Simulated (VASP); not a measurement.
# PbI2 (P-3m1) in VASP: notebook, part 2 of 2

VASP 6.6.1. The steps go on from the part before.

## (5) Single point, PBEsol

The input, INCAR:

```
ALGO = Normal
EDIFF = 1E-6
ENCUT = 500
GGA = PS
GGA_COMPAT = F
ISIF = 2
ISMEAR = 0
LASPH = T
LCHARG = F
LREAL = F
LWAVE = F
NBANDS = 21
NELM = 120
PREC = Accurate
SIGMA = 0.01
```

The input, KPOINTS:

```
k-points
0
Gamma
  6 6 4
```

The input, POSCAR:

```
PbI2
1.0
    4.5640816926      0.0000000000      0.0000000000
   -2.2820408463      3.9526106907      0.0000000000
    0.0000000000      0.0000000000      7.0475121411
Pb I
1 2
Direct
    0.0000000000      0.0000000000      0.0000000000
    0.3333333333      0.6666666667      0.2667068022
    0.6666666667      0.3333333333      0.7332931978
```

Potentials or basis: VASP PAW PBE potentials, release 64 (Pb_d, I).

The run is started by

```
$ cat potpaw_PBE.64/Pb_d/POTCAR potpaw_PBE.64/I/POTCAR > POTCAR
$ mpirun -np 1 vasp_std > vasp.out
```

OUTCAR:

```text
EDIFF = 1E-6
   ENCUT = 500
   GGA = PS
   ISIF = 2
   ISMEAR = 0
   LASPH = T
   LREAL = F
   NELM = 120
   PREC = Accurate

 ion  position               nearest neighbor table
   1  0.000  0.000  0.000-   2 3.24   3 3.24   2 3.24   3 3.24   3 3.24   2 3.24
   2  0.333  0.667  0.267-   1 3.24   1 3.24   1 3.24
   3  0.667  0.333  0.733-   1 3.24   1 3.24   1 3.24

  LATTYP: Found a hexagonal cell.
 ALAT       =     4.5640816926
 C/A-ratio  =     1.5441248899

  Lattice vectors:

 A1 = (   4.5640816926,   0.0000000000,   0.0000000000)
 A2 = (  -2.2820408463,   3.9526106907,   0.0000000000)
 A3 = (   0.0000000000,   0.0000000000,   7.0475121411)

Analysis of symmetry for initial positions (statically):
=====================================================================
 Subroutine PRICEL returns:
 Original cell was already a primitive cell.

 Routine SETGRP: Setting up the symmetry group for a
 hexagonal supercell.

 Subroutine GETGRP returns: Found 12 space group operations
 (whereof 12 operations were pure point group operations)
 out of a pool of 24 trial point group operations.

The static configuration has the point symmetry D_3d.

Analysis of symmetry for dynamics (positions and initial velocities):
=====================================================================
 Subroutine PRICEL returns:
 Original cell was already a primitive cell.

 Routine SETGRP: Setting up the symmetry group for a
 hexagonal supercell.

 Subroutine GETGRP returns: Found 12 space group operations
 (whereof 12 operations were pure point group operations)
 out of a pool of 24 trial point group operations.

The dynamic configuration has the point symmetry D_3d.

 Subroutine INISYM returns: Found 12 space group operations
 (whereof 12 operations are pure point group operations),
 and found     1 'primitive' translations

----------------------------------------------------------------------------------------

                                     Primitive cell

  volume of cell :     127.1374

  direct lattice vectors                    reciprocal lattice vectors
     4.564081693  0.000000000  0.000000000     0.219102126  0.126498671  0.000000000
    -2.282040846  3.952610691  0.000000000     0.000000000  0.252997342  0.000000000
     0.000000000  0.000000000  7.047512141     0.000000000  0.000000000  0.141894044

  length of vectors
     4.564081693  4.564081693  7.047512141     0.252997342  0.252997342  0.141894044

  position of ions in fractional coordinates (direct lattice)
     0.000000000  0.000000000  0.000000000
     0.333333333  0.666666667  0.266706802
     0.666666667  0.333333333  0.733293198

  ion indices of the primitive-cell ions
   primitive index   ion index
                 1           1
                 2           2
                 3           3

----------------------------------------------------------------------------------------

 KPOINTS: k-points

Automatic generation of k-mesh.
 Grid dimensions read from file:
 generate k-points for:    6    6    4

 Generating k-lattice:

  Cartesian coordinates                     Fractional coordinates (reciprocal lattice)
     0.036517021  0.021083112  0.000000000     0.166666667 -0.000000000  0.000000000
     0.000000000  0.042166224  0.000000000     0.000000000  0.166666667  0.000000000
     0.000000000  0.000000000  0.035473511     0.000000000  0.000000000  0.250000000

  Length of vectors
     0.042166224  0.042166224  0.035473511

  Shift w.r.t. Gamma in fractional coordinates (k-lattice)
     0.000000000  0.000000000  0.000000000

 Subroutine IBZKPT returns following result:
 ===========================================

 Found     24 irreducible k-points:

 Following reciprocal coordinates:
            Coordinates               Weight
  0.000000  0.000000  0.000000      1.000000
  0.166667  0.000000  0.000000      6.000000
  0.333333  0.000000  0.000000      6.000000
  0.500000  0.000000  0.000000      3.000000
  0.166667  0.166667  0.000000      6.000000
  0.333333  0.166667  0.000000     12.000000
[... 16 lines left out ...]
  0.333333  0.166667  0.500000     12.000000
  0.333333  0.333333  0.500000      2.000000
   k-points           NKPTS =     24   k-points in BZ     NKDIM =     24   number of bands    NBANDS=     21
   number of dos      NEDOS =    301   number of ions     NIONS =      3
   total plane-waves  NPLWV =  69984
   dimension x,y,z NGX =    36 NGY =   36 NGZ =   54
   dimension x,y,z NGXF=    72 NGYF=   72 NGZF=  108
   ions per type =               1   2
   NGX,Y,Z   is equivalent  to a cutoff of  13.11, 13.11, 12.74 a.u.
   NGXF,Y,Z  is equivalent  to a cutoff of  26.23, 26.23, 25.48 a.u.
 SYSTEM =  unknown system
   PREC   = accura    normal or accurate (medium, high low for compatibility)
   ISTART =      0    job   : 0-new  1-cont  2-samecut
   ICHARG =      2    charge: 1-file 2-atom 10-const
   ISPIN  =      1    spin polarized calculation?
   LNONCOLLINEAR =      F non collinear calculations
   LSORBIT =      F    spin-orbit coupling
   LASPH  =      T    aspherical Exc in radial PAW
   ENCUT  =  500.0 eV  36.75 Ry    6.06 a.u.   8.32  8.32 12.85*2*pi/ulx,y,z
   NELM   =    120;   NELMIN=  2; NELMDL= -5     # of ELM steps
   EDIFF  = 0.1E-05   stopping-criterion for ELM
   LREAL  =      F    real-space projection
   EDIFFG = 0.1E-04   stopping-criterion for IOM
   NSW    =      0    number of steps for IOM
   IBRION =     -1    ionic relax: 0-MD 1-quasi-New 2-CG
   NFREE  =      0    steps in history (QN), initial steepest desc. (CG)
   ISIF   =      2    stress and relaxation
   ISYM   =      2    0-nonsym 1-usesym 2-fastsym
   POTIM  = 0.5000    time-step for ionic-motion
   TEBEG  =    0.0;   TEEND  =   0.0 temperature during run
   PSTRESS=    0.0 pullay stress
   NELECT =      28.0000    total number of electrons
   NUPDOWN=      -1.0000    fix difference up-down
   EMIN   =  10.00;   EMAX   =-10.00  energy-range for DOS
   EFERMI =   0.00;   METHOD = LEGACY
   ISMEAR =     0;   SIGMA  =   0.01  broadening in eV -4-tet -1-fermi 0-gaus
   EFERMI_NEDOS =   21; number of points for ismear=-14 and -15
   IALGO  =     38    algorithm
   IMIX   =      4    mixing-type and parameters
     AMIX     =   0.40;   BMIX     =  1.00
     AMIX_MAG =   1.60;   BMIX_MAG =  1.00
  volume/ion in A,a.u.               =      42.38       285.99
  Fermi-wavevector in a.u.,A,eV,Ry     =   0.988636  1.868251 13.298349  0.977401
  Thomas-Fermi vector in A             =   2.120177
   LORBIT       =      0    0 simple, 1 ext, 2 COOP (PROOUT), +10 PAW based schemes
   GGA     = PS    functional components
   LHFCALC =     F    Hartree Fock is set to
   AEXX    =    0.0000 exact exchange contribution
   IVDW    =     0    specifies the selected vdW correction
   LEPSILON=     F    determine dielectric tensor
   LRPA    =     F    only Hartree local field effects (RPA)
 non-spin polarized calculation
 Gauss-broadening in eV      SIGMA  =   0.01
  energy-cutoff  :      500.00
  volume of cell :      127.14
 maximum number of plane-waves:      3251
 NGX is ok and might be reduce to    36
   NGX = 17   NGY = 17   NGZ = 25

 number of electron      27.9999999 magnetization

 Free energy of the ion-electron system (eV)
  ---------------------------------------------------
  ext. energy  EPLUGINS =         0.00000000
  ---------------------------------------------------
  free energy    TOTEN  =        -9.33402662 eV

  energy without entropy =       -9.33402662  energy(sigma->0) =       -9.33402662

 E-fermi :   2.5264     XC(G=0):  -8.2596

 val. band max:        2.4287886568   @ k =   0.0000   0.0000   0.5000
 cond. band min:       4.5587507305   @ k =   0.0000   0.0000   0.5000
 fundamental gap:      2.1299620737
 Fermi energy:         2.5264172520

 k-point     1 :       0.0000    0.0000    0.0000
  band No.  band energies     occupation
      1     -13.6318      2.00000
      2     -13.6318      2.00000
      3     -13.6175      2.00000
      4     -13.6103      2.00000
      5     -13.6103      2.00000
      6      -9.7520      2.00000
[... 13 lines left out ...]
     20      10.1408      0.00000
     21      10.2704      0.00000
[... 529 lines left out ...]
 k-point    24 :       0.3333    0.3333    0.5000
  band No.  band energies     occupation
      1     -13.6498      2.00000
      2     -13.6498      2.00000
      3     -13.6073      2.00000
      4     -13.6073      2.00000
      5     -13.6043      2.00000
      6      -8.9549      2.00000
[... 13 lines left out ...]
     20      10.0402      0.00000
     21      10.4949      0.00000

------------------------ aborting loop because EDIFF is reached ----------------------------------------

  FORCE on cell =-STRESS in cart. coord.  units (eV):
  Direction    XX          YY          ZZ          XY          YZ          ZX
  --------------------------------------------------------------------------------------
  -------------------------------------------------------------------------------------
  Total       -0.3699927     -0.3699927     -0.3749455     -0.0000000      0.0000000      0.0000000
  in kB       -4.6626248     -4.6626248     -4.7250398     -0.0000000      0.0000000      0.0000000
  external PRESSURE =      -4.6834298 kB  Pullay stress =       0.0000000 kB

 VOLUME and BASIS-vectors are now :
 -----------------------------------------------------------------------------
  energy-cutoff  :      500.00
  volume of cell :      127.14
      direct lattice vectors                 reciprocal lattice vectors
     4.564081693  0.000000000  0.000000000     0.219102126  0.126498671  0.000000000
    -2.282040846  3.952610691  0.000000000     0.000000000  0.252997342  0.000000000
     0.000000000  0.000000000  7.047512141     0.000000000  0.000000000  0.141894044

 POSITION                                       TOTAL-FORCE (eV/Angst)
 -----------------------------------------------------------------------------------
      0.00000      0.00000      0.00000         0.000000      0.000000      0.000000
     -0.00000      2.63507      1.87962         0.000000     -0.000000     -0.109804
      2.28204      1.31754      5.16789        -0.000000      0.000000      0.109804
 -----------------------------------------------------------------------------------
    total drift:                               -0.000000     -0.000000      0.000000

  FREE ENERGIE OF THE ION-ELECTRON SYSTEM (eV)
  ---------------------------------------------------
  free  energy   TOTEN  =        -9.3340266250 eV

  energy  without entropy=       -9.3340266250  energy(sigma->0) =       -9.33402662
```

Wall time 1.7 min (1 thread of Intel Xeon 8259CL, shared host); peak memory 0.27 GiB.

What came out:

* Free energy: -9.3340 eV
* Pressure: -0.5 GPa
* Largest force: 0.110 eV/Å
* Band gap on the k mesh: 2.13 eV

Forces on the atoms (eV/Å):
```
Pb   0.000  0.000  0.000
I    0.000  0.000 -0.110
I    0.000  0.000  0.110
```

Levels at points of the mesh, in eV from the valence-band top:
```csv
k point,band 12,band 13,band 14,band 15,band 16,band 17
"(0.00, 0.00, 0.00)",-0.89,-0.89,-0.74,2.40,3.30,3.30
"(0.50, 0.00, 0.00)",-1.59,-0.75,-0.39,2.76,3.60,4.57
"(0.00, 0.00, 0.50)",-0.71,-0.71,0.00,2.13,3.12,3.12
"(0.50, 0.00, 0.50)",-1.35,-1.12,-0.70,3.10,3.63,4.04
```

Caveat: the PAW data sets were made with another functional, which shifts forces and pressure a little; spin-orbit coupling is left out, which moves the levels of the heavy elements; this functional lacks dispersion, which binds the layers, so the pressure and a relaxed spacing across them are unreliable.

## (6) Summary

```csv
level,potentials or basis,k mesh,gap on the mesh (eV),pressure (GPa),largest force (eV/Å)
LDA,"VASP PAW LDA potentials, release 64 (Pb_d, I)",3 × 3 × 2,2.04,-1.5,0.22
PBEsol,"VASP PAW PBE potentials, release 64 (Pb_d, I)",8 × 8 × 1,2.61,-0.9,0.03
PBEsol,"VASP PAW PBE potentials, release 64 (Pb_d, I)",6 × 6 × 4,2.13,-0.5,0.11
```

Alike in all rows: task single point; no spin polarisation; cell as given; cutoff (eV) 500; smearing gaussian 0.01 eV.

Caveats: some runs use coarse meshes; spin-orbit coupling is left out, which moves the levels of the heavy elements; an odd mesh through Γ misses points on the zone boundary, where band edges can lie (at least some runs); the PAW data sets were made with another functional, which shifts forces and pressure a little (at least some runs); this functional lacks dispersion, which binds the layers, so the pressure and a relaxed spacing across them are unreliable (at least some runs).

Absolute energies hang on the potentials; compare differences alone.
